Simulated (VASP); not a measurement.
# CuO (Cccm) in VASP: notebook

CuO is run at these levels: r2SCAN; tasks: single point.

Program: VASP 6.6.1. These are calculated values, not measurements. Logs are shortened: lines on timing, memory, paths and dates and some standing lists are left out, and cuts for length are marked.

### 1 The cell of the first run

The structure is orthorhombic, space group Cccm (No. 66). The conventional cell has a = 3.982 Å, b = 4.307 Å, c = 5.156 Å, α = 90.00°, β = 90.00°, γ = 90.00°. Cu (site symmetry 2/m) has 4 O at 1.95 Å within 2.6 Å. Within 2.6 Å of O (site symmetry 222) lie 4 Cu at 1.95 Å and 2 O at 2.58 Å.

### 2 Single point, r2SCAN, collinear spin

POSCAR reads:

```
CuO
1.0
    1.9909680000     -2.1535500000      0.0000000000
    1.9909680000      2.1535500000      0.0000000000
    0.0000000000      0.0000000000      5.1559280000
Cu O
2 2
Direct
    0.0000000000      0.5000000000      0.0000000000
    0.5000000000      0.0000000000      0.5000000000
    0.5000000000      0.5000000000      0.2500000000
    0.5000000000      0.5000000000      0.7500000000
```

INCAR.step1 reads:

```
SYSTEM = CuO
PREC = Accurate
ENCUT = 520
ISMEAR = 0
SIGMA = 0.1
LREAL = .FALSE.
LASPH = .TRUE.
NELM = 150
ISPIN = 2
MAGMOM = 1 1 0 0
LMAXMIX = 4
NBANDS = 29
GGA = PE
ALGO = Normal
EDIFF = 1E-4
LWAVE = .TRUE.
LCHARG = .FALSE.
```

INCAR.step2 reads:

```
SYSTEM = CuO
PREC = Accurate
ENCUT = 520
EDIFF = 1E-7
ISMEAR = 0
SIGMA = 0.1
LREAL = .FALSE.
LASPH = .TRUE.
NELM = 150
ALGO = Normal
ISIF = 2
LWAVE = .FALSE.
LCHARG = .FALSE.
ISPIN = 2
MAGMOM = 1 1 0 0
LORBIT = 11
LMAXMIX = 4
METAGGA = R2SCAN
LMIXTAU = .TRUE.
NBANDS = 29
ISTART = 1
```

KPOINTS reads:

```
regular mesh
0
G
  6 6 4
  0 0 0
```

Potentials or basis: VASP PAW PBE potentials, release 64 (Cu, O).

Run with:

```console
$ cat potpaw_PBE.64/Cu/POTCAR potpaw_PBE.64/O/POTCAR > POTCAR
$ cp INCAR.step1 INCAR
$ mpirun -np 1 vasp_std > vasp.out
$ cp INCAR.step2 INCAR
$ mpirun -np 1 vasp_std > vasp.out
```

OUTCAR:

```text
SYSTEM = CuO
   PREC = Accurate
   ENCUT = 520
   EDIFF = 1E-7
   ISMEAR = 0
   LREAL = .FALSE.
   LASPH = .TRUE.
   NELM = 150
   ISIF = 2
   ISPIN = 2
   LORBIT = 11
   METAGGA = R2SCAN
   ISTART = 1

 ion  position               nearest neighbor table
   1  0.000  0.500  0.000-   3 1.95   4 1.95   3 1.95   4 1.95
   2  0.500  0.000  0.500-   3 1.95   4 1.95   3 1.95   4 1.95
   3  0.500  0.500  0.250-   1 1.95   2 1.95   2 1.95   1 1.95
   4  0.500  0.500  0.750-   1 1.95   2 1.95   2 1.95   1 1.95

  LATTYP: Found a base centered orthorhombic cell.
 ALAT       =     3.9819360000
 B/A-ratio  =     1.0816597755
 C/A-ratio  =     1.2948294498

  Lattice vectors:

 A1 = (   1.9909680000,  -2.1535500000,   0.0000000000)
 A2 = (   1.9909680000,   2.1535500000,   0.0000000000)
 A3 = (   0.0000000000,   0.0000000000,   5.1559280000)

Analysis of symmetry for initial positions (statically):
=====================================================================
 Subroutine PRICEL returns:
 Original cell was already a primitive cell.

 Routine SETGRP: Setting up the symmetry group for a
 base centered orthorhombic supercell.

 Subroutine GETGRP returns: Found  8 space group operations
 (whereof  4 operations were pure point group operations)
 out of a pool of  8 trial point group operations.

The static configuration has the point symmetry C_2h.
 The point group associated with its full space group is D_2h.

Analysis of symmetry for dynamics (positions and initial velocities):
=====================================================================
 Subroutine PRICEL returns:
 Original cell was already a primitive cell.

 Routine SETGRP: Setting up the symmetry group for a
 base centered orthorhombic supercell.

 Subroutine GETGRP returns: Found  8 space group operations
 (whereof  4 operations were pure point group operations)
 out of a pool of  8 trial point group operations.

The dynamic configuration has the point symmetry C_2h.
 The point group associated with its full space group is D_2h.

Analysis of structural, dynamic, and magnetic symmetry:
=====================================================================
 Subroutine PRICEL returns:
 Original cell was already a primitive cell.

 Routine SETGRP: Setting up the symmetry group for a
 base centered orthorhombic supercell.

 Subroutine GETGRP returns: Found  8 space group operations
 (whereof  4 operations were pure point group operations)
 out of a pool of  8 trial point group operations.

The overall configuration has the point symmetry C_2h.
 The point group associated with its full space group is D_2h.

 Subroutine INISYM returns: Found  8 space group operations
 (whereof  4 operations are pure point group operations),
 and found     1 'primitive' translations

----------------------------------------------------------------------------------------

                                     Primitive cell

  volume of cell :      44.2136

  direct lattice vectors                    reciprocal lattice vectors
     1.990968000 -2.153550000  0.000000000     0.251134122 -0.232174781  0.000000000
     1.990968000  2.153550000  0.000000000     0.251134122  0.232174781  0.000000000
     0.000000000  0.000000000  5.155928000     0.000000000  0.000000000  0.193951506

  length of vectors
     2.932870809  2.932870809  5.155928000     0.342013854  0.342013854  0.193951506

  position of ions in fractional coordinates (direct lattice)
     0.000000000  0.500000000  0.000000000
     0.500000000  0.000000000  0.500000000
     0.500000000  0.500000000  0.250000000
     0.500000000  0.500000000  0.750000000

  ion indices of the primitive-cell ions
   primitive index   ion index
                 1           1
                 2           2
                 3           3
                 4           4

----------------------------------------------------------------------------------------

 KPOINTS: regular mesh

Automatic generation of k-mesh.
 Grid dimensions read from file:
 generate k-points for:    6    6    4

 Generating k-lattice:

  Cartesian coordinates                     Fractional coordinates (reciprocal lattice)
     0.041855687 -0.038695797  0.000000000     0.166666667  0.000000000  0.000000000
     0.041855687  0.038695797  0.000000000     0.000000000  0.166666667  0.000000000
     0.000000000  0.000000000  0.048487876     0.000000000  0.000000000  0.250000000

  Length of vectors
     0.057002309  0.057002309  0.048487876

  Shift w.r.t. Gamma in fractional coordinates (k-lattice)
     0.000000000  0.000000000  0.000000000

 Subroutine IBZKPT returns following result:
 ===========================================

 Found     39 irreducible k-points:

 Following reciprocal coordinates:
            Coordinates               Weight
  0.000000  0.000000  0.000000      1.000000
  0.166667  0.000000  0.000000      4.000000
  0.333333  0.000000  0.000000      4.000000
  0.500000  0.000000  0.000000      2.000000
  0.166667  0.166667  0.000000      2.000000
  0.333333  0.166667  0.000000      4.000000
[... 16 lines left out ...]
  0.333333  0.333333  0.250000      4.000000
  0.500000  0.333333  0.250000      8.000000
 [... further k-points ...]
   k-points           NKPTS =     39   k-points in BZ     NKDIM =     39   number of bands    NBANDS=     29
   number of dos      NEDOS =    301   number of ions     NIONS =      4
   total plane-waves  NPLWV =  23040
   dimension x,y,z NGX =    24 NGY =   24 NGZ =   40
   dimension x,y,z NGXF=    48 NGYF=   48 NGZF=   80
   ions per type =               2   2
   NGX,Y,Z   is equivalent  to a cutoff of  13.60, 13.60, 12.90 a.u.
   NGXF,Y,Z  is equivalent  to a cutoff of  27.21, 27.21, 25.79 a.u.
 SYSTEM =  CuO
   PREC   = accura    normal or accurate (medium, high low for compatibility)
   ISTART =      1    job   : 0-new  1-cont  2-samecut
   ICHARG =      0    charge: 1-file 2-atom 10-const
   ISPIN  =      2    spin polarized calculation?
   LNONCOLLINEAR =      F non collinear calculations
   LSORBIT =      F    spin-orbit coupling
   LASPH  =      T    aspherical Exc in radial PAW
   ENCUT  =  520.0 eV  38.22 Ry    6.18 a.u.   5.45  5.45  9.59*2*pi/ulx,y,z
   NELM   =    150;   NELMIN=  2; NELMDL=  0     # of ELM steps
   EDIFF  = 0.1E-06   stopping-criterion for ELM
   LREAL  =      F    real-space projection
   EDIFFG = 0.1E-05   stopping-criterion for IOM
   NSW    =      0    number of steps for IOM
   IBRION =     -1    ionic relax: 0-MD 1-quasi-New 2-CG
   NFREE  =      0    steps in history (QN), initial steepest desc. (CG)
   ISIF   =      2    stress and relaxation
   ISYM   =      2    0-nonsym 1-usesym 2-fastsym
   POTIM  = 0.5000    time-step for ionic-motion
   TEBEG  =    0.0;   TEEND  =   0.0 temperature during run
   PSTRESS=    0.0 pullay stress
   NELECT =      34.0000    total number of electrons
   NUPDOWN=      -1.0000    fix difference up-down
   EMIN   =  10.00;   EMAX   =-10.00  energy-range for DOS
   EFERMI =   0.00;   METHOD = LEGACY
   ISMEAR =     0;   SIGMA  =   0.10  broadening in eV -4-tet -1-fermi 0-gaus
   EFERMI_NEDOS =   21; number of points for ismear=-14 and -15
   IALGO  =     38    algorithm
   IMIX   =      4    mixing-type and parameters
     AMIX     =   0.40;   BMIX     =  1.00
     AMIX_MAG =   1.60;   BMIX_MAG =  1.00
  volume/ion in A,a.u.               =      11.05        74.59
  Fermi-wavevector in a.u.,A,eV,Ry     =   1.499854  2.834314 30.607167  2.249563
  Thomas-Fermi vector in A             =   2.611430
   LORBIT       =     11    0 simple, 1 ext, 2 COOP (PROOUT), +10 PAW based schemes
   METAGGA = R2SCAN    functional components
   LHFCALC =     F    Hartree Fock is set to
   AEXX    =    0.0000 exact exchange contribution
   IVDW    =     0    specifies the selected vdW correction
   LEPSILON=     F    determine dielectric tensor
   LRPA    =     F    only Hartree local field effects (RPA)
 spin polarized calculation
 Gauss-broadening in eV      SIGMA  =   0.10
  energy-cutoff  :      520.00
  volume of cell :       44.21
 maximum number of plane-waves:      1206
 NGX is ok and might be reduce to    24
   NGX = 11   NGY = 11   NGZ = 19

 number of electron      33.9999999 magnetization       0.0000128

 Free energy of the ion-electron system (eV)
  ---------------------------------------------------
  ext. energy  EPLUGINS =         0.00000000
  ---------------------------------------------------
  free energy    TOTEN  =       -36.47329674 eV

  energy without entropy =      -36.46531370  energy(sigma->0) =      -36.46930522

 E-fermi :   4.7318     XC(G=0): -12.0172

 val. band max:        4.7149057791   @ k =   0.5000   0.0000   0.2500
 cond. band min:       4.7565893224   @ k =  -0.3333   0.1667   0.5000
 fundamental gap:      0.0416835433
 Fermi energy:         4.7317712015

 spin component 1

 k-point     1 :       0.0000    0.0000    0.0000
  band No.  band energies     occupation
      1     -16.2278      1.00000
      2     -14.9648      1.00000
      3      -3.6151      1.00000
      4      -0.9721      1.00000
      5      -0.8119      1.00000
      6       0.8749      1.00000
[... 21 lines left out ...]
     28      22.2213      0.00000
     29      26.1152      0.00000

 k-point     2 :       0.1667    0.0000    0.0000
  band No.  band energies     occupation
      1     -16.0932      1.00000
      2     -14.9231      1.00000
      3      -3.3699      1.00000
      4      -1.0441      1.00000
      5      -0.7974      1.00000
      6      -0.3819      1.00000
[... 21 lines left out ...]
     28      23.7358      0.00000
     29      26.0891      0.00000

 k-point     3 :       0.3333    0.0000    0.0000
  band No.  band energies     occupation
      1     -15.8067      1.00000
      2     -14.8377      1.00000
      3      -2.8324      1.00000
      4      -1.9228      1.00000
      5      -1.1408      1.00000
      6      -0.6649      1.00000
[... 638 lines left out ...]
      5      -1.5273      1.00000
      6      -1.0208      1.00000
[... 21 lines left out ...]
     28      23.5515      0.00000
     29      23.8723      0.00000

 k-point    24 :       0.5000    0.3333    0.2500
  band No.  band energies     occupation
      1     -15.2046      1.00000
      2     -14.7933      1.00000
      3      -2.0575      1.00000
      4      -1.5119      1.00000
      5      -1.4571      1.00000
      6      -0.8372      1.00000
[... 21 lines left out ...]
     28      23.1346      0.00000
     29      23.4766      0.00000

 [... further k-points ...]

 spin component 2

 k-point     1 :       0.0000    0.0000    0.0000
  band No.  band energies     occupation
      1     -16.2278      1.00000
      2     -14.9648      1.00000
      3      -3.6151      1.00000
      4      -0.9721      1.00000
      5      -0.8119      1.00000
      6       0.8750      1.00000
[... 21 lines left out ...]
     28      22.2213      0.00000
     29      26.1152      0.00000

 k-point     2 :       0.1667    0.0000    0.0000
  band No.  band energies     occupation
      1     -16.0932      1.00000
      2     -14.9231      1.00000
      3      -3.3699      1.00000
      4      -1.0441      1.00000
      5      -0.7974      1.00000
      6      -0.3819      1.00000
[... 21 lines left out ...]
     28      23.7358      0.00000
     29      26.0891      0.00000

 k-point     3 :       0.3333    0.0000    0.0000
  band No.  band energies     occupation
      1     -15.8067      1.00000
      2     -14.8377      1.00000
      3      -2.8324      1.00000
      4      -1.9228      1.00000
      5      -1.1408      1.00000
      6      -0.6649      1.00000
[... 638 lines left out ...]
      5      -1.5273      1.00000
      6      -1.0208      1.00000
[... 21 lines left out ...]
     28      23.5515      0.00000
     29      23.8723      0.00000

 k-point    24 :       0.5000    0.3333    0.2500
  band No.  band energies     occupation
      1     -15.2046      1.00000
      2     -14.7933      1.00000
      3      -2.0575      1.00000
      4      -1.5119      1.00000
      5      -1.4571      1.00000
      6      -0.8372      1.00000
[... 21 lines left out ...]
     28      23.1346      0.00000
     29      23.4766      0.00000

 [... further k-points ...]

------------------------ aborting loop because EDIFF is reached ----------------------------------------

  FORCE on cell =-STRESS in cart. coord.  units (eV):
  Direction    XX          YY          ZZ          XY          YZ          ZX
  --------------------------------------------------------------------------------------
  -------------------------------------------------------------------------------------
  Total       -0.9453561     -1.2515971     -1.1671975      0.0000000      0.0000000      0.0000000
  in kB      -34.2570482    -45.3543623    -42.2959583      0.0000000      0.0000000      0.0000000
  external PRESSURE =     -40.6357896 kB  Pullay stress =       0.0000000 kB

 VOLUME and BASIS-vectors are now :
 -----------------------------------------------------------------------------
  energy-cutoff  :      520.00
  volume of cell :       44.21
      direct lattice vectors                 reciprocal lattice vectors
     1.990968000 -2.153550000  0.000000000     0.251134122 -0.232174781  0.000000000
     1.990968000  2.153550000  0.000000000     0.251134122  0.232174781  0.000000000
     0.000000000  0.000000000  5.155928000     0.000000000  0.000000000  0.193951506

 POSITION                                       TOTAL-FORCE (eV/Angst)
 -----------------------------------------------------------------------------------
      0.99548      1.07678      0.00000        -0.000000     -0.000000      0.000000
      0.99548     -1.07678      2.57796         0.000000     -0.000000      0.000000
      1.99097      0.00000      1.28898        -0.000000     -0.000000     -0.000000
      1.99097      0.00000      3.86695        -0.000000      0.000000      0.000000
 -----------------------------------------------------------------------------------
    total drift:                                0.000000     -0.000000     -0.000000

  FREE ENERGIE OF THE ION-ELECTRON SYSTEM (eV)
  ---------------------------------------------------
  free  energy   TOTEN  =       -36.4732967434 eV

  energy  without entropy=      -36.4653137043  energy(sigma->0) =      -36.46930522

 total charge

# of ion       s       p       d       tot
------------------------------------------
    1        0.390   0.399   9.132   9.920
    2        0.390   0.399   9.132   9.920
    3        1.580   3.403   0.000   4.984
    4        1.580   3.403   0.000   4.984
--------------------------------------------------
tot          3.940   7.604  18.263  29.807

 magnetization (x)

# of ion       s       p       d       tot
------------------------------------------
    1       -0.000  -0.000   0.000   0.000
    2       -0.000  -0.000   0.000   0.000
    3        0.000   0.000   0.000   0.000
    4        0.000   0.000   0.000   0.000
--------------------------------------------------
tot          0.000   0.000   0.000   0.000
```

Wall time 4.6 min (1 thread of Intel Xeon 8259CL, shared host); peak memory 0.23 GiB.

Results:

```yaml
Free_energy: -36.4733 eV
Pressure: -4.1 GPa
Band_gap_on_the_k_mesh: zero (filled and empty bands overlap)
Net_moment: 0.00 μB per cell
Valence_electrons_inside_the_program's_atomic_spheres: Cu 9.92; O 4.98
```

Caveat: the cell stands under tension; the PAW data sets were made with another functional, which shifts forces and pressure a little; semilocal functionals often make such compounds metallic where correlation or magnetic order opens a gap, which also shifts bond lengths. With open d or f shells a metallic result of r2SCAN can be an artefact of self-interaction; +U or a hybrid may open a gap.

### 3 Single point, r2SCAN

This run uses another cell than the first one, of 8.84 Å³/atom.

POSCAR reads:

```
CuO
1.0
    1.8482509674     -1.9991787265      0.0000000000
    1.8482509674      1.9991787265      0.0000000000
    0.0000000000      0.0000000000      4.7863395663
Cu O
2 2
Direct
    0.0000000000      0.5000000000      0.0000000000
    0.5000000000      0.0000000000      0.5000000000
    0.5000000000      0.5000000000      0.2500000000
    0.5000000000      0.5000000000      0.7500000000
```

INCAR.step1 reads:

```
ALGO = Normal
EDIFF = 1E-4
ENCUT = 520
GGA = PE
ISMEAR = 0
LASPH = True
LCHARG = False
LREAL = False
LWAVE = True
NBANDS = 25
NELM = 60
PREC = Accurate
SIGMA = 0.1
```

INCAR.step2 reads:

```
ALGO = Normal
EDIFF = 1E-6
ENCUT = 520
ISIF = 2
ISMEAR = 0
ISTART = 1
LASPH = True
LCHARG = False
LMIXTAU = True
LREAL = False
LWAVE = False
METAGGA = R2SCAN
NBANDS = 25
NELM = 60
PREC = Accurate
SIGMA = 0.1
```

KPOINTS reads:

```
k-points
0
Gamma
  14 14 8
```

Potentials or basis: VASP PAW PBE potentials, release 64 (Cu, O).

Run with:

```console
$ cat potpaw_PBE.64/Cu/POTCAR potpaw_PBE.64/O/POTCAR > POTCAR
$ cp INCAR.step1 INCAR
$ mpirun -np 1 vasp_std > vasp.out
$ cp INCAR.step2 INCAR
$ mpirun -np 1 vasp_std > vasp.out
```

Wall time 12 min (1 thread of Intel Xeon 8259CL, shared host); peak memory 0.32 GiB.

Results (log left out):

| Quantity | Value |
| --- | --- |
| Free energy | -35.3570 eV |
| Pressure | 54.9 GPa |
| Band gap on the k mesh | zero (bands 17 and 18 overlap by 1.27 eV) |

Stress tensor (GPa, compression positive):
```
44.86  0.00  0.00
 0.00 49.06  0.00
 0.00  0.00 70.69
```

Levels at points of the mesh, in eV from the Fermi level:
| k point | band 14 | band 15 | band 16 | band 17 | band 18 | band 19 | band 20 | band 21 |
| --- | --- | --- | --- | --- | --- | --- | --- | --- |
| (0.00, 0.00, 0.00) | -3.43 | -3.39 | -2.77 | 0.65 | 0.92 | 2.38 | 6.76 | 8.86 |
| (0.50, 0.00, 0.00) | -2.80 | -2.30 | -2.30 | 0.29 | 0.48 | 3.52 | 7.05 | 7.96 |
| (0.50, 0.50, 0.00) | -3.41 | -1.81 | -1.75 | -1.75 | 1.34 | 1.43 | 7.65 | 10.54 |
| (0.00, 0.00, 0.50) | -3.26 | -2.35 | -2.35 | -0.01 | -0.01 | 4.42 | 4.42 | 13.48 |
| (0.50, 0.00, 0.50) | -3.44 | -2.92 | -2.51 | -0.05 | 0.78 | 4.38 | 7.12 | 9.14 |
| (0.50, 0.50, 0.50) | -2.84 | -2.11 | -2.11 | -0.48 | -0.48 | 3.72 | 3.72 | 11.97 |

Caveat: the stress differs along the axes, from 45 to 71 GPa; the PAW data sets were made with another functional, which shifts forces and pressure a little; semilocal functionals often make such compounds metallic where correlation or magnetic order opens a gap, which also shifts bond lengths. With open d or f shells a metallic result of r2SCAN can be an artefact of self-interaction; +U or a hybrid may open a gap.

The gap in the log of VASP goes by the Fermi energy; the results here count the filled bands.